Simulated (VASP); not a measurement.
# CuI (F-43m) in VASP: a series of runs

Aim: see how the results for CuI move with the level of theory and the settings. Levels: LDA, r2SCAN, PBE. Tasks: relaxation of cell and atoms, single point.

Program: VASP 6.6.1. These are calculated values, not measurements. Logs are shortened: lines on timing, memory, paths and dates and some standing lists are left out, and cuts for length are marked.

**1. The cell of the first run**

It takes space group F-43m (No. 216, cubic). Conventional cell: a = 6.081 Å, b = 6.081 Å, c = 6.081 Å, α = 90.00°, β = 90.00°, γ = 90.00°. Within 3.5 Å of Cu (site symmetry -43m) lie 4 I at 2.63 Å. I (site symmetry -43m) has 4 Cu at 2.63 Å within 3.5 Å.

**2. Relaxation of cell and atoms, LDA**

The input, INCAR:

```
SYSTEM = CuI
  PREC = Accurate
  ENCUT = 600
  EDIFF = 1E-6
  ISMEAR = -1
  SIGMA = 0.02
  LREAL = .False.
  LASPH = .True.
  NELM = 60
  ALGO = Normal
  ISIF = 3
  LWAVE = .False.
  LCHARG = .False.
  IBRION = 2
  NSW = 80
  EDIFFG = -0.005
```

The input, KPOINTS:

```
Automatic mesh
0
Gamma
  6 6 6
  0 0 0
```

The input, POSCAR:

```
CuI
1.0
    0.0000000000      3.0404536445      3.0404536445
    3.0404536445      0.0000000000      3.0404536445
    3.0404536445      3.0404536445      0.0000000000
Cu I
1 1
Direct
    0.0000000000      0.0000000000      0.0000000000
    0.2500000000      0.2500000000      0.2500000000
```

Potentials or basis: VASP PAW LDA potentials, release 64 (Cu, I).

On the command line:

```
cat potpaw_LDA.64/Cu/POTCAR potpaw_LDA.64/I/POTCAR > POTCAR
mpirun -np 1 vasp_std > vasp.out
```

OUTCAR:

```text
SYSTEM = CuI
   PREC = Accurate
   ENCUT = 600
   EDIFF = 1E-6
   ISMEAR = -1
   LREAL = .False.
   LASPH = .True.
   NELM = 60
   ISIF = 3
   IBRION = 2
   NSW = 80
   EDIFFG = -0.005

 ion  position               nearest neighbor table
   1  0.000  0.000  0.000-   2 2.63   2 2.63   2 2.63   2 2.63
   2  0.250  0.250  0.250-   1 2.63   1 2.63   1 2.63   1 2.63

  LATTYP: Found a face centered cubic cell.
 ALAT       =     6.0809072890

  Lattice vectors:

 A1 = (   0.0000000000,   3.0404536445,   3.0404536445)
 A2 = (   3.0404536445,   0.0000000000,   3.0404536445)
 A3 = (   3.0404536445,   3.0404536445,   0.0000000000)

Analysis of symmetry for initial positions (statically):
=====================================================================
 Subroutine PRICEL returns:
 Original cell was already a primitive cell.

 Routine SETGRP: Setting up the symmetry group for a
 face centered cubic supercell.

 Subroutine GETGRP returns: Found 24 space group operations
 (whereof 24 operations were pure point group operations)
 out of a pool of 48 trial point group operations.

The static configuration has the point symmetry T_d .

Analysis of symmetry for dynamics (positions and initial velocities):
=====================================================================
 Subroutine PRICEL returns:
 Original cell was already a primitive cell.

 Routine SETGRP: Setting up the symmetry group for a
 face centered cubic supercell.

 Subroutine GETGRP returns: Found 24 space group operations
 (whereof 24 operations were pure point group operations)
 out of a pool of 48 trial point group operations.

The dynamic configuration has the point symmetry T_d .

 Subroutine INISYM returns: Found 24 space group operations
 (whereof 24 operations are pure point group operations),
 and found     1 'primitive' translations

----------------------------------------------------------------------------------------

                                     Primitive cell

  volume of cell :      56.2141

  direct lattice vectors                    reciprocal lattice vectors
     0.000000000  3.040453644  3.040453644    -0.164449144  0.164449144  0.164449144
     3.040453644  0.000000000  3.040453644     0.164449144 -0.164449144  0.164449144
     3.040453644  3.040453644  0.000000000     0.164449144  0.164449144 -0.164449144

  length of vectors
     4.299850780  4.299850780  4.299850780     0.284834273  0.284834273  0.284834273

  position of ions in fractional coordinates (direct lattice)
     0.000000000  0.000000000  0.000000000
     0.250000000  0.250000000  0.250000000

  ion indices of the primitive-cell ions
   primitive index   ion index
                 1           1
                 2           2

[... 61 lines left out ...]
   NELM   =     60;   NELMIN=  2; NELMDL= -5     # of ELM steps
   EDIFF  = 0.1E-05   stopping-criterion for ELM
   LREAL  =      F    real-space projection
   EDIFFG = -.5E-02   stopping-criterion for IOM
   NSW    =     80    number of steps for IOM
   IBRION =      2    ionic relax: 0-MD 1-quasi-New 2-CG
   NFREE  =      1    steps in history (QN), initial steepest desc. (CG)
   ISIF   =      3    stress and relaxation
   ISYM   =      2    0-nonsym 1-usesym 2-fastsym
   POTIM  = 0.5000    time-step for ionic-motion
   TEBEG  =    0.0;   TEEND  =   0.0 temperature during run
   PSTRESS=    0.0 pullay stress
   NELECT =      18.0000    total number of electrons
   NUPDOWN=      -1.0000    fix difference up-down
   EMIN   =  10.00;   EMAX   =-10.00  energy-range for DOS
   EFERMI =   0.00;   METHOD = LEGACY
   ISMEAR =    -1;   SIGMA  =   0.02  broadening in eV -4-tet -1-fermi 0-gaus
   EFERMI_NEDOS =   21; number of points for ismear=-14 and -15
   IALGO  =     38    algorithm
   IMIX   =      4    mixing-type and parameters
     AMIX     =   0.40;   BMIX     =  1.00
     AMIX_MAG =   1.60;   BMIX_MAG =  1.00
  volume/ion in A,a.u.               =      28.11       189.68
  Fermi-wavevector in a.u.,A,eV,Ry     =   1.119998  2.116489 17.067090  1.254396
  Thomas-Fermi vector in A             =   2.256641
   LORBIT       =      0    0 simple, 1 ext, 2 COOP (PROOUT), +10 PAW based schemes
   GGA     = CA    functional components
   LHFCALC =     F    Hartree Fock is set to
   AEXX    =    0.0000 exact exchange contribution
   IVDW    =     0    specifies the selected vdW correction
   LEPSILON=     F    determine dielectric tensor
   LRPA    =     F    only Hartree local field effects (RPA)
 conjugate gradient relaxation of ions
 non-spin polarized calculation
  energy-cutoff  :      600.00
  volume of cell :       56.21
 maximum number of plane-waves:      1895
 NGX is ok and might be reduce to    36
   NGX = 17   NGY = 17   NGZ = 17

--------------------------------------- Ionic step        1  -------------------------------------------

 number of electron      18.0000008 magnetization

 Free energy of the ion-electron system (eV)
  ---------------------------------------------------
  ext. energy  EPLUGINS =         0.00000000
  ---------------------------------------------------
  free energy    TOTEN  =        -6.90215195 eV

  energy without entropy =       -6.90215195  energy(sigma->0) =       -6.90215195

 E-fermi :   4.5265     XC(G=0):  -9.2695

 val. band max:        4.0693864222   @ k =   0.0000   0.0000   0.0000
 cond. band min:       5.0433481501   @ k =   0.0000   0.0000   0.0000
 fundamental gap:      0.9739617279
 Fermi energy:         4.5264553800

 k-point     1 :       0.0000    0.0000    0.0000
  band No.  band energies     occupation
      1      -9.8639      2.00000
      2       0.4841      2.00000
      3       0.4841      2.00000
      4       0.4841      2.00000
      5       2.1852      2.00000
      6       2.1852      2.00000
      7       4.0694      2.00000
      8       4.0694      2.00000
      9       4.0694      2.00000
     10       5.0433      0.00000
     11       8.9454      0.00000
     12       8.9454      0.00000
     13       8.9454      0.00000
[... 381 lines left out ...]
--------------------------------------- Ionic step        5  -------------------------------------------

 number of electron      18.0000003 magnetization

 Free energy of the ion-electron system (eV)
  ---------------------------------------------------
  ext. energy  EPLUGINS =         0.00000000
  ---------------------------------------------------
  free energy    TOTEN  =        -6.99376790 eV

  energy without entropy =       -6.99376790  energy(sigma->0) =       -6.99376790

 E-fermi :   5.7774     XC(G=0):  -9.7495

 val. band max:        5.3036506835   @ k =   0.0000   0.0000   0.0000
 cond. band min:       6.5778352553   @ k =   0.0000   0.0000   0.0000
 fundamental gap:      1.2741845718
 Fermi energy:         5.7773648591

 k-point     1 :       0.0000    0.0000    0.0000
  band No.  band energies     occupation
      1      -9.2383      2.00000
      2       1.1885      2.00000
      3       1.1885      2.00000
      4       1.1885      2.00000
      5       2.9392      2.00000
      6       2.9392      2.00000
      7       5.3037      2.00000
      8       5.3037      2.00000
      9       5.3037      2.00000
     10       6.5778      0.00000
     11      10.0569      0.00000
     12      10.0569      0.00000
     13      10.0569      0.00000
[... 267 lines left out ...]
  FREE ENERGIE OF THE ION-ELECTRON SYSTEM (eV)
  ---------------------------------------------------
  free  energy   TOTEN  =        -6.9937678968 eV

  energy  without entropy=       -6.9937678968  energy(sigma->0) =       -6.99376790

 reached required accuracy - stopping structural energy minimisation
```

OSZICAR:

```text
N       E                     dE             d eps       ncg     rms          rms(c)
DAV:   1     0.109568868801E+03    0.10957E+03   -0.85658E+03   416   0.165E+03
DAV:   2     0.166055740683E+01   -0.10791E+03   -0.10172E+03   416   0.280E+02
DAV:   3    -0.685488107582E+01   -0.85154E+01   -0.82974E+01   574   0.914E+01
[... 41 lines left out ...]
DAV:   6    -0.699376793291E+01    0.19974E-05   -0.14781E-06   287   0.212E-02    0.577E-03
DAV:   7    -0.699376765054E+01    0.28237E-06   -0.80312E-07   216   0.246E-02
   4 F= -.69937677E+01 E0= -.69937677E+01  d E =-.916157E-01
       N       E                     dE             d eps       ncg     rms          rms(c)
DAV:   1    -0.699376789708E+01    0.35824E-07   -0.95235E-07   216   0.156E-02    0.180E-03
DAV:   2    -0.699376789682E+01    0.26330E-09   -0.38176E-07   208   0.219E-02
   5 F= -.69937679E+01 E0= -.69937679E+01  d E =-.246279E-06
```

CONTCAR:

```text
CuI
   1.00000000000000
     0.0000000000000000    2.9341896299836479    2.9341896299836479
     2.9341896299836479    0.0000000000000000    2.9341896299836479
     2.9341896299836479    2.9341896299836479    0.0000000000000000
  Cu              I
     1     1
Direct
     0.0000000000000000    0.0000000000000000    0.0000000000000000
     0.2500000000000000    0.2500000000000000    0.2500000000000000

  0.00000000E+00  0.00000000E+00  0.00000000E+00
  0.00000000E+00  0.00000000E+00  0.00000000E+00
```

Wall time 39 s (1 thread of Intel Xeon 6975P-C, shared host); peak memory 0.18 GiB.

What came out:

```yaml
Free_energy: -6.9938 eV
Relaxed_volume: 25.26 Å³/atom
Relaxed_cell: a = 4.150 Å, b = 4.150 Å, c = 4.150 Å, α = 60.00°, β = 60.00°, γ = 60.00°
Space_group_after_relaxing_to_0.05_Å: F-43m (No. 216)
Energy_gained_by_relaxing: 45.8 meV/atom
Ionic_steps: 5
Pressure_after_relaxing: 0.0 GPa
Band_gap_on_the_k_mesh: 1.27 eV, direct
```

Step by step:
| step | energy change (eV) | largest force (eV/Å) | pressure (GPa) | volume (Å³) |
| --- | --- | --- | --- | --- |
| 1 | 0.0000 | 0.0000 | -4.37 | 56.21 |
| 2 | -0.0914 | 0.0000 | 0.22 | 50.21 |
| 3 | -0.0916 | 0.0000 | 0.12 | 50.39 |
| 4 | -0.0916 | 0.0000 | -0.05 | 50.52 |
| 5 | -0.0916 | 0.0000 | 0.00 | 50.52 |

Final structure:
```xyz
2
Lattice="0.0000 2.9342 2.9342 2.9342 0.0000 2.9342 2.9342 2.9342 0.0000" Properties=species:S:1:pos:R:3 pbc="T T T"
Cu    0.0000    0.0000    0.0000
I     1.4671    1.4671    1.4671
```

Caveat: spin-orbit coupling is left out, which moves the levels of the heavy elements. A hybrid or GW would open this gap; LDA tends to underestimate it.

**3. Relaxation of cell and atoms, r2SCAN**

POSCAR is that of step 2.

The input, INCAR.step1:

```
SYSTEM = CuI
ALGO = Normal ; EDIFF = 1E-4
ENCUT = 600 ; GGA = PE
ISMEAR = -1 ; LASPH = .True.
LCHARG = .False. ; LREAL = .False.
LWAVE = .True. ; NELM = 80
PREC = Accurate ; SIGMA = 0.02
```

The input, INCAR.step2:

```
SYSTEM = CuI
ALGO = Normal ; EDIFF = 1E-6
EDIFFG = -0.005 ; ENCUT = 600
IBRION = 2 ; ISIF = 3
ISMEAR = -1 ; ISTART = 1
LASPH = .True. ; LCHARG = .False.
LMIXTAU = .True. ; LREAL = .False.
LWAVE = .False. ; METAGGA = R2SCAN
NELM = 80 ; NSW = 80
PREC = Accurate ; SIGMA = 0.02
```

The input, KPOINTS:

```
k-points
0
Gamma
  6 6 6
  0 0 0
```

Potentials or basis: VASP PAW PBE potentials, release 64 (Cu, I).

On the command line:

```
cat potpaw_PBE.64/Cu/POTCAR potpaw_PBE.64/I/POTCAR > POTCAR
cp INCAR.step1 INCAR
mpirun -np 1 vasp_std > vasp.out
cp INCAR.step2 INCAR
mpirun -np 1 vasp_std > vasp.out
```

Wall time 92 s (1 thread of Intel Xeon 6975P-C, shared host); peak memory 0.23 GiB.

It converged, with:

```
Free energy                            : -35.7955 eV
Relaxed volume                         : 27.25 Å³/atom
Relaxed cell                           : a = 4.256 Å, b = 4.256 Å, c = 4.256 Å, α = 60.00°, β = 60.00°, γ = 60.00°
Space group after relaxing (to 0.05 Å) : F-43m (No. 216)
Energy gained by relaxing              : 3.0 meV/atom
Ionic steps                            : 2
Pressure after relaxing                : 0.0 GPa
Band gap on the k mesh                 : 1.68 eV, direct
```

Step by step:
```csv
step,energy change (eV),largest force (eV/Å),pressure (GPa),volume (Å³)
1,0.0000,0.0000,-1.22,56.21
2,-0.0061,0.0000,0.02,54.50
```

Final structure:
```
Cu I
1.0
     0.00000    3.00914    3.00914
     3.00914    0.00000    3.00914
     3.00914    3.00914    0.00000
Cu I
1 1
Direct
  0.00000 0.00000 0.00000
  0.25000 0.25000 0.25000
```

Levels at points of the mesh, in eV from the valence-band top:
```csv
k point,band 5,band 6,band 7,band 8,band 9,band 10,band 11,band 12,band 13
"(0.00, 0.00, 0.00)",-1.93,-1.93,0.00,0.00,0.00,1.68,5.22,5.22,5.22
"(0.50, 0.00, 0.00)",-1.90,-1.90,-1.86,-0.75,-0.75,2.57,5.73,5.73,7.76
"(0.50, 0.50, 0.00)",-1.97,-1.85,-1.83,-1.58,-1.58,2.90,3.17,9.96,10.52
```

Caveat: the PAW data sets were made with another functional, which shifts forces and pressure a little; spin-orbit coupling is left out, which moves the levels of the heavy elements. r2SCAN opens gaps a little over a GGA but as a rule still falls short of measured ones.

**4. Single point, PBE, non-collinear spin, zero start, spin-orbit coupling**

This run uses another cell than the first one, of 27.33 Å³/atom, 0.972 times its volume.

The input, INCAR:

```
SYSTEM = CuI
ALGO = Normal
EDIFF = 1E-6
ENCUT = 520
GGA = PE
GGA_COMPAT = .FALSE.
ISIF = 2
ISMEAR = -1
LASPH = .TRUE.
LCHARG = .FALSE.
LMAXMIX = 4
LNONCOLLINEAR = .TRUE.
LORBIT = 11
LORBMOM = .TRUE.
LREAL = .FALSE.
LSORBIT = .TRUE.
LWAVE = .FALSE.
MAGMOM = 0 0 0 0 0 0
NBANDS = 30
NELM = 150
PREC = Accurate
SIGMA = 0.02
```

The input, KPOINTS:

```
k-points
0
G
  8 8 8
  0 0 0
```

The input, POSCAR:

```
CuI
1.0
    0.0000000000      3.0120289470      3.0120289470
    3.0120289470      0.0000000000      3.0120289470
    3.0120289470      3.0120289470      0.0000000000
Cu I
1 1
Direct
    0.0000000000      0.0000000000      0.0000000000
    0.2500000000      0.2500000000      0.2500000000
```

On the command line:

```
cat potpaw_PBE.64/Cu/POTCAR potpaw_PBE.64/I/POTCAR > POTCAR
mpirun -np 1 vasp_ncl > vasp.out
```

Run time: 2.1 min. Hardware: 1 thread of Intel Xeon 6975P-C, shared host; peak memory 0.37 GiB.

Results (log left out):

| Quantity | Value |
| --- | --- |
| Free energy | -5.6868 eV |
| Pressure | 1.6 GPa |
| Net moment | 0.00 μB per cell |
| Valence electrons inside the program's atomic spheres | Cu 9.94; I 4.31 |

Moments on the atoms (μB; x, y, z):
```
Cu  0.00 0.00 0.00
I   0.00 0.00 0.00
```

**5. Summary**

```csv
task,level,potentials or basis,spin,cell,k mesh,cutoff (eV),gap on the mesh (eV),pressure (GPa),relaxed volume (Å³/atom)
relaxation of cell and atoms,LDA,"VASP PAW LDA potentials, release 64 (Cu, I)",off,"relaxed from a = 4.300 Å, angles 60.0°, 2 atoms",6 × 6 × 6,600,1.27,0.0,25.26
relaxation of cell and atoms,r2SCAN,"VASP PAW PBE potentials, release 64 (Cu, I)",off,"relaxed from a = 4.300 Å, angles 60.0°, 2 atoms",6 × 6 × 6,600,1.68,0.0,27.25
single point,PBE,"VASP PAW PBE potentials, release 64 (Cu, I)","non-collinear, zero start, SOC","a = 4.260 Å, angles 60.0°, 2 atoms",8 × 8 × 8,520,-,1.6,-
```

Alike in all rows: smearing fermi-dirac 0.02 eV.

Caveats: spin-orbit coupling is left out, which moves the levels of the heavy elements (some runs); the PAW data sets were made with another functional, which shifts forces and pressure a little (some runs).

Absolute energies hang on the potentials; compare differences alone.
